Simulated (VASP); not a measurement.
Nb, 1 atom in the cell. Symmetry: I4/mmm, No. 139, tetragonal system. Conventional cell: a = 3.278 Å, b = 3.278 Å, c = 3.228 Å, α = 90.00°, β = 90.00°, γ = 90.00°. Within 3.7 Å of Nb (site symmetry 4/mmm) lie 14 Nb at 2.82 to 3.28 Å.  This cell differs from its parent crystal: strain -0.015 along x and y, -0.030 along z.

```yaml
Program: VASP 6.6.1
Task: single point
Functional: PBE
Potentials_or_basis: VASP PAW PBE potentials, release 64 (Nb_sv)
Cutoff: 520 eV
k_mesh: 20 × 20 × 20
Occupations: gaussian, width 0.15 eV
Spin: no spin polarisation
Dipole_correction: no
Further_INCAR_settings: ALGO = Fast; EDIFF = 1e-06; NBANDS = 12
```

Potentials or basis: VASP PAW PBE potentials, release 64 (Nb_sv).

Run with:

```sh
$ cat potpaw_PBE.64/Nb_sv/POTCAR > POTCAR
$ mpirun -np 1 vasp_std > vasp.out
```

Hardware: 1 thread of Intel(R) Xeon(R) 6975P-C (Granite Rapids), on a shared host.

**Question.** Estimate the wall time of this run.

**Answer.** Wall time 120 s on 1 thread of Intel(R) Xeon(R) 6975P-C (Granite Rapids), on a shared host, peak memory 0.24 GiB. Counts: scf iterations 21, k points 641.
